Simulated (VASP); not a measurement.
# KI (I4mm) in VASP: single point with r2SCAN

Aim: the single point of KI with r2SCAN.

Program: VASP 6.6.1. These are calculated values, not measurements. Logs are shortened: lines on timing, memory, paths and dates and some standing lists are left out, and cuts for length are marked.

### 1 The cell of the first run

Symmetry: I4mm, No. 107, tetragonal system. Conventional cell: a = 4.984 Å, b = 4.984 Å, c = 7.049 Å, α = 90.00°, β = 90.00°, γ = 90.00°. K (site symmetry 4mm) has 6 I at 3.37 to 3.67 Å within 4.4 Å. I (site symmetry 4mm) has 6 K at 3.37 to 3.67 Å within 4.4 Å.

### 2 Single point, r2SCAN

File POSCAR:

```
KI
1.0
    0.0000000000      3.5245500000      3.5245500000
    3.5245500000      0.0000000000      3.5245500000
    3.5245500000      3.5245500000      0.0000000000
K I
1 1
Direct
    0.0000000000      0.0000000000      0.0000000000
    0.4787206877      0.4787206877      0.5212793123
```

File INCAR.step1:

```
  PREC = Accurate
  ENCUT = 520
  ISMEAR = 0
  SIGMA = 0.05
  LREAL = F
  LASPH = T
  NELM = 100
  NBANDS = 15
  GGA = PE
  ALGO = Normal
  EDIFF = 1E-4
  LWAVE = T
  LCHARG = F
```

File INCAR.step2:

```
  PREC = Accurate
  ENCUT = 520
  EDIFF = 1E-6
  ISMEAR = 0
  SIGMA = 0.05
  LREAL = F
  LASPH = T
  NELM = 100
  ALGO = Normal
  ISIF = 2
  LWAVE = F
  LCHARG = T
  METAGGA = R2SCAN
  LMIXTAU = T
  LELF = T
  LVHAR = T
  NBANDS = 15
  ISTART = 1
```

File KPOINTS:

```
Automatic mesh
0
Gamma
  6 6 6
```

Potentials or basis: VASP PAW PBE potentials, release 64 (K_sv, I).

Run with:

```bash
$ cat potpaw_PBE.64/K_sv/POTCAR potpaw_PBE.64/I/POTCAR > POTCAR
$ cp INCAR.step1 INCAR
$ mpirun -np 1 vasp_std > vasp.out
$ cp INCAR.step2 INCAR
$ mpirun -np 1 vasp_std > vasp.out
```

OUTCAR:

```text
PREC = Accurate
   ENCUT = 520
   EDIFF = 1E-6
   ISMEAR = 0
   LREAL = F
   LASPH = T
   NELM = 100
   ISIF = 2
   METAGGA = R2SCAN
   ISTART = 1

 ion  position               nearest neighbor table
   1  0.000  0.000  0.000-   2 3.37   2 3.53   2 3.53   2 3.53   2 3.53   2 3.67
   2  0.479  0.479  0.521-   1 3.37   1 3.53   1 3.53   1 3.53   1 3.53   1 3.67

  LATTYP: Found a face centered cubic cell.
 ALAT       =     7.0491000000

  Lattice vectors:

 A1 = (   0.0000000000,   3.5245500000,   3.5245500000)
 A2 = (   3.5245500000,   0.0000000000,   3.5245500000)
 A3 = (   3.5245500000,   3.5245500000,   0.0000000000)

Analysis of symmetry for initial positions (statically):
=====================================================================
 Subroutine PRICEL returns:
 Original cell was already a primitive cell.

 Routine SETGRP: Setting up the symmetry group for a
 face centered cubic supercell.

 Subroutine GETGRP returns: Found  8 space group operations
 (whereof  8 operations were pure point group operations)
 out of a pool of 48 trial point group operations.

The static configuration has the point symmetry C_4v.

Analysis of symmetry for dynamics (positions and initial velocities):
=====================================================================
 Subroutine PRICEL returns:
 Original cell was already a primitive cell.

 Routine SETGRP: Setting up the symmetry group for a
 face centered cubic supercell.

 Subroutine GETGRP returns: Found  8 space group operations
 (whereof  8 operations were pure point group operations)
 out of a pool of 48 trial point group operations.

The dynamic configuration has the point symmetry C_4v.

 Subroutine INISYM returns: Found  8 space group operations
 (whereof  8 operations are pure point group operations),
 and found     1 'primitive' translations

----------------------------------------------------------------------------------------

                                     Primitive cell

  volume of cell :      87.5671

  direct lattice vectors                    reciprocal lattice vectors
     0.000000000  3.524550000  3.524550000    -0.141862082  0.141862082  0.141862082
     3.524550000  0.000000000  3.524550000     0.141862082 -0.141862082  0.141862082
     3.524550000  3.524550000  0.000000000     0.141862082  0.141862082 -0.141862082

  length of vectors
     4.984466411  4.984466411  4.984466411     0.245712333  0.245712333  0.245712333

  position of ions in fractional coordinates (direct lattice)
     0.000000000  0.000000000  0.000000000
     0.478720688  0.478720688  0.521279312

  ion indices of the primitive-cell ions
   primitive index   ion index
                 1           1
                 2           2

----------------------------------------------------------------------------------------

 KPOINTS: Automatic mesh

Automatic generation of k-mesh.
 Grid dimensions read from file:
 generate k-points for:    6    6    6

 Generating k-lattice:

  Cartesian coordinates                     Fractional coordinates (reciprocal lattice)
    -0.023643680  0.023643680  0.023643680     0.166666667  0.000000000  0.000000000
     0.023643680 -0.023643680  0.023643680     0.000000000  0.166666667  0.000000000
     0.023643680  0.023643680 -0.023643680     0.000000000  0.000000000  0.166666667

  Length of vectors
     0.040952056  0.040952056  0.040952056

  Shift w.r.t. Gamma in fractional coordinates (k-lattice)
     0.000000000  0.000000000  0.000000000

 Subroutine IBZKPT returns following result:
 ===========================================

 Found     30 irreducible k-points:

 Following reciprocal coordinates:
            Coordinates               Weight
  0.000000  0.000000  0.000000      1.000000
  0.166667  0.000000  0.000000      8.000000
  0.333333  0.000000  0.000000      8.000000
  0.500000  0.000000  0.000000      4.000000
  0.166667  0.166667  0.000000      2.000000
  0.000000  0.166667  0.166667      4.000000
[... 16 lines left out ...]
  0.500000  0.333333  0.166667      8.000000
  0.166667  0.500000  0.333333      8.000000
 [... further k-points ...]
   k-points           NKPTS =     30   k-points in BZ     NKDIM =     30   number of bands    NBANDS=     15
   number of dos      NEDOS =    301   number of ions     NIONS =      2
   total plane-waves  NPLWV =  64000
   dimension x,y,z NGX =    40 NGY =   40 NGZ =   40
   dimension x,y,z NGXF=    80 NGYF=   80 NGZF=   80
   ions per type =               1   1
   NGX,Y,Z   is equivalent  to a cutoff of  13.34, 13.34, 13.34 a.u.
   NGXF,Y,Z  is equivalent  to a cutoff of  26.68, 26.68, 26.68 a.u.
 SYSTEM =  unknown system
   PREC   = accura    normal or accurate (medium, high low for compatibility)
   ISTART =      1    job   : 0-new  1-cont  2-samecut
   ICHARG =      0    charge: 1-file 2-atom 10-const
   ISPIN  =      1    spin polarized calculation?
   LNONCOLLINEAR =      F non collinear calculations
   LSORBIT =      F    spin-orbit coupling
   LASPH  =      T    aspherical Exc in radial PAW
   ENCUT  =  520.0 eV  38.22 Ry    6.18 a.u.   9.27  9.27  9.27*2*pi/ulx,y,z
   NELM   =    100;   NELMIN=  2; NELMDL=  0     # of ELM steps
   EDIFF  = 0.1E-05   stopping-criterion for ELM
   LREAL  =      F    real-space projection
   EDIFFG = 0.1E-04   stopping-criterion for IOM
   NSW    =      0    number of steps for IOM
   IBRION =     -1    ionic relax: 0-MD 1-quasi-New 2-CG
   NFREE  =      0    steps in history (QN), initial steepest desc. (CG)
   ISIF   =      2    stress and relaxation
   ISYM   =      2    0-nonsym 1-usesym 2-fastsym
   POTIM  = 0.5000    time-step for ionic-motion
   TEBEG  =    0.0;   TEEND  =   0.0 temperature during run
   PSTRESS=    0.0 pullay stress
   NELECT =      16.0000    total number of electrons
   NUPDOWN=      -1.0000    fix difference up-down
   EMIN   =  10.00;   EMAX   =-10.00  energy-range for DOS
   EFERMI =   0.00;   METHOD = LEGACY
   ISMEAR =     0;   SIGMA  =   0.05  broadening in eV -4-tet -1-fermi 0-gaus
   EFERMI_NEDOS =   21; number of points for ismear=-14 and -15
   IALGO  =     38    algorithm
   IMIX   =      4    mixing-type and parameters
     AMIX     =   0.40;   BMIX     =  1.00
     AMIX_MAG =   1.60;   BMIX_MAG =  1.00
  volume/ion in A,a.u.               =      43.78       295.47
  Fermi-wavevector in a.u.,A,eV,Ry     =   0.928969  1.755497 11.741598  0.862983
  Thomas-Fermi vector in A             =   2.055202
   LORBIT       =      0    0 simple, 1 ext, 2 COOP (PROOUT), +10 PAW based schemes
   METAGGA = R2SCAN    functional components
   LHFCALC =     F    Hartree Fock is set to
   AEXX    =    0.0000 exact exchange contribution
   IVDW    =     0    specifies the selected vdW correction
   LEPSILON=     F    determine dielectric tensor
   LRPA    =     F    only Hartree local field effects (RPA)
 non-spin polarized calculation
 Gauss-broadening in eV      SIGMA  =   0.05
  energy-cutoff  :      520.00
  volume of cell :       87.57
 maximum number of plane-waves:      2397
 NGX is ok and might be reduce to    40
   NGX = 19   NGY = 19   NGZ = 19

 number of electron      15.9999999 magnetization

 Free energy of the ion-electron system (eV)
  ---------------------------------------------------
  ext. energy  EPLUGINS =         0.00000000
  ---------------------------------------------------
  free energy    TOTEN  =       -33.96871549 eV

  energy without entropy =      -33.96871549  energy(sigma->0) =      -33.96871549

 E-fermi :  -0.4680     XC(G=0):  -7.5442

 val. band max:       -0.7245056243   @ k =   0.0000   0.0000   0.0000
 cond. band min:       3.9065175802   @ k =   0.0000   0.0000   0.0000
 fundamental gap:      4.6310232045
 Fermi energy:        -0.4680213481

 k-point     1 :       0.0000    0.0000    0.0000
  band No.  band energies     occupation
      1     -30.3610      2.00000
      2     -13.0835      2.00000
      3     -13.0774      2.00000
      4     -13.0774      2.00000
      5     -11.5406      2.00000
      6      -0.7252      2.00000
      7      -0.7245      2.00000
      8      -0.7245      2.00000
      9       3.9065      0.00000
     10       6.3373      0.00000
     11       6.3418      0.00000
     12       6.3418      0.00000
     13       7.1881      0.00000
     14       7.2197      0.00000
     15       9.5283      0.00000

 k-point     2 :       0.1667    0.0000    0.0000
  band No.  band energies     occupation
      1     -30.3605      2.00000
      2     -13.1247      2.00000
      3     -13.0801      2.00000
      4     -13.0779      2.00000
      5     -11.4620      2.00000
      6      -1.1357      2.00000
      7      -0.8141      2.00000
      8      -0.8132      2.00000
      9       4.5217      0.00000
     10       6.2216      0.00000
     11       6.6355      0.00000
     12       6.6379      0.00000
     13       7.5296      0.00000
     14       7.5675      0.00000
     15      10.4774      0.00000

 k-point     3 :       0.3333    0.0000    0.0000
  band No.  band energies     occupation
      1     -30.3594      2.00000
      2     -13.2019      2.00000
      3     -13.0812      2.00000
      4     -13.0790      2.00000
      5     -11.3123      2.00000
      6      -1.7812      2.00000
      7      -0.9811      2.00000
      8      -0.9800      2.00000
      9       5.1873      0.00000
     10       6.9031      0.00000
     11       7.3642      0.00000
     12       7.3688      0.00000
     13       8.4080      0.00000
     14       8.4572      0.00000
     15       9.8092      0.00000
[... 343 lines left out ...]
 k-point    23 :       0.5000    0.3333    0.1667
  band No.  band energies     occupation
      1     -30.3587      2.00000
      2     -13.1746      2.00000
      3     -13.0975      2.00000
      4     -13.0876      2.00000
      5     -11.3160      2.00000
      6      -1.7215      2.00000
      7      -1.2019      2.00000
      8      -1.1012      2.00000
      9       5.6414      0.00000
     10       6.2259      0.00000
     11       7.1901      0.00000
     12       8.3684      0.00000
     13       8.4868      0.00000
     14       8.8781      0.00000
     15      10.1155      0.00000

 k-point    24 :       0.1667    0.5000    0.3333
  band No.  band energies     occupation
      1     -30.3587      2.00000
      2     -13.1720      2.00000
      3     -13.0973      2.00000
      4     -13.0888      2.00000
      5     -11.3174      2.00000
      6      -1.7237      2.00000
      7      -1.2056      2.00000
      8      -1.1018      2.00000
      9       5.6542      0.00000
     10       6.2386      0.00000
     11       7.1884      0.00000
     12       8.3650      0.00000
     13       8.4799      0.00000
     14       8.8984      0.00000
     15      10.0281      0.00000

 [... further k-points ...]
[... 5 lines left out ...]
  --------------------------------------------------------------------------------------
  -------------------------------------------------------------------------------------
  Total        0.1161471      0.1161471      0.3231905      0.0000000      0.0000000      0.0000000
  in kB        2.1250928      2.1250928      5.9132753      0.0000000      0.0000000      0.0000000
  external PRESSURE =       3.3878203 kB  Pullay stress =       0.0000000 kB

 VOLUME and BASIS-vectors are now :
 -----------------------------------------------------------------------------
  energy-cutoff  :      520.00
  volume of cell :       87.57
      direct lattice vectors                 reciprocal lattice vectors
     0.000000000  3.524550000  3.524550000    -0.141862082  0.141862082  0.141862082
     3.524550000  0.000000000  3.524550000     0.141862082 -0.141862082  0.141862082
     3.524550000  3.524550000  0.000000000     0.141862082  0.141862082 -0.141862082

 POSITION                                       TOTAL-FORCE (eV/Angst)
 -----------------------------------------------------------------------------------
      0.00000      0.00000      0.00000         0.000000      0.000000     -0.195400
      3.52455      3.52455      3.37455         0.000000      0.000000      0.195400
 -----------------------------------------------------------------------------------
    total drift:                                0.000000      0.000000     -0.000260

  FREE ENERGIE OF THE ION-ELECTRON SYSTEM (eV)
  ---------------------------------------------------
  free  energy   TOTEN  =       -33.9687154909 eV

  energy  without entropy=      -33.9687154909  energy(sigma->0) =      -33.96871549
```

Wall time 4.8 min (1 thread of Intel Xeon 8259CL, shared host); peak memory 0.27 GiB.

What came out:

```yaml
Free_energy: -33.9687 eV
Pressure: 0.3 GPa
Largest_force: 0.195 eV/Å
Band_gap_on_the_k_mesh: 4.63 eV
```

Forces on the atoms (eV/Å):
```
K    0.000  0.000 -0.195
I    0.000  0.000  0.195
```

Caveat: the cell differs from its parent crystal (all I atoms moved +0.150 Å, as atom 2 towards its neighbour atom 1 (K) at 3.525 Å); the PAW data sets were made with another functional, which shifts forces and pressure a little; spin-orbit coupling is left out, which moves the levels of the heavy elements.
